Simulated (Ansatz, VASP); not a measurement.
# Two plane-wave programs on Al3GaIr

File INCAR:

```
SYSTEM = Al3GaIr
  PREC = Accurate
  ENCUT = 520
  EDIFF = 1E-7
  ISMEAR = 0
  SIGMA = 0.1
  LREAL = .FALSE.
  LASPH = .TRUE.
  NELM = 60
  ALGO = Fast
  ISIF = 2
  LWAVE = .FALSE.
  LCHARG = .TRUE.
  GGA = PE
  LELF = .TRUE.
  LVHAR = .TRUE.
  NBANDS = 24
```

Contents of KPOINTS:

```
regular mesh
0
G
  6 6 4
  0 0 0
```

File POSCAR:

```
Al3GaIr
1.0
    4.1612209500      0.0000000000      0.0000000000
   -2.0806104700      3.6037230500      0.0000000000
    0.0000000000      0.0000000000      6.5664206000
Al Ga Ir
3 1 1
Direct
    0.0000000000      0.0000000000      0.0044930000
    0.3333333300      0.6666666700      0.3649359900
    0.6666666700      0.3333333300      0.6258559800
    0.6666666700      0.3333333300      0.2250700000
    0.3333333300      0.6666666700      0.7796450300
```

Input for Ansatz:

```yaml
crystal:
  lattice:
    - [4.16122095, 0.0, 0.0]
    - [-2.08061047, 3.60372305, 0.0]
    - [0.0, 0.0, 6.5664206]
  atoms:
    - { symbol: Al, position: [0.0, 0.0, 0.004493] }
    - { symbol: Al, position: [0.33333333, 0.66666667, 0.36493599] }
    - { symbol: Al, position: [0.66666667, 0.33333333, 0.62585598] }
    - { symbol: Ga, position: [0.66666667, 0.33333333, 0.22507] }
    - { symbol: Ir, position: [0.33333333, 0.66666667, 0.77964503] }
basis:
  ecutwfc: 420
kpoints:
  mp_grid: { grid: [6, 6, 4] }
hamiltonian:
  xc: pbe
scf:
  occupations: { method: gaussian, width: 0.1 }
  lower_state_search: "off"
output:
  forces: true
  stress: true
  eigenvalues: true
```

Change from the starting cell: species swapped into the Mg3BiSb type (P3m1, No. 156).

Alike in both runs: task single point; functional PBE; k mesh 6 × 6 × 4; occupations gaussian, width 0.1 eV; no spin polarisation.

|  | VASP | Ansatz |
| --- | --- | --- |
| version | VASP 6.6.1 | Ansatz 0.2.0 |
| potentials or method | VASP PAW PBE potentials, release 64 (Al, Ga_d, Ir), cutoff 520 eV | scalar-relativistic, plane waves, PAW |
| valence electrons in the cell | 31 | 39 |

|  | VASP | Ansatz | Ansatz less VASP |
| --- | --- | --- | --- |
| gap on the k mesh at the Fermi level (eV) | none | none | - |
| pressure (GPa) | -8.7 | -8.7 | 0.00 |
| traceless stress, the component that is largest in VASP (GPa) | -2.23 | -2.23 | -0.002 |
| rms of the force components (eV/Å) | 0.639 | 0.640 | +0.0007 |

Atom by atom the forces differ by 0.002 eV/Å (rms over components). A gap of «none» marks a metal or a gap that the smearing closes. VASP's potentials hold 31 valence electrons a cell and Ansatz's 39, so a difference there can come from the potentials and not from the codes.

Spin-orbit coupling is off throughout.
